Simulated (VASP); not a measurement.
Here is a VASP 6.6.1 calculation.

INCAR

```
  PREC = Accurate
  ENCUT = 520
  EDIFF = 1E-7
  ISMEAR = -1
  SIGMA = 0.02
  LREAL = False
  LASPH = True
  NELM = 100
  ALGO = Normal
  ISIF = 2
  LWAVE = False
  LCHARG = True
  GGA = PE
  LELF = True
  LVHAR = True
  NBANDS = 14
```

KPOINTS

```
Automatic mesh
0
Gamma
  10 10 10
```

Contents of POSCAR:

```
NaF
1.0
    0.0000000000      2.3463044664      2.3463044664
    2.3463044664      0.0000000000      2.3463044664
    2.3463044664      2.3463044664      0.0000000000
Na F
1 1
Direct
    0.0000000000      0.0000000000      0.0000000000
    0.5000000000      0.5000000000      0.5000000000
```

Potentials or basis: VASP PAW PBE potentials, release 64 (Na_pv, F).

The run is started by

```console
$ cat potpaw_PBE.64/Na_pv/POTCAR potpaw_PBE.64/F/POTCAR > POTCAR
$ mpirun -np 1 vasp_std > vasp.out
```

(1) Predict the pressure.

(2) Predict the band gap on the k mesh.

## Answers

(1) 0.1 GPa.

(2) 6.10 eV, direct.
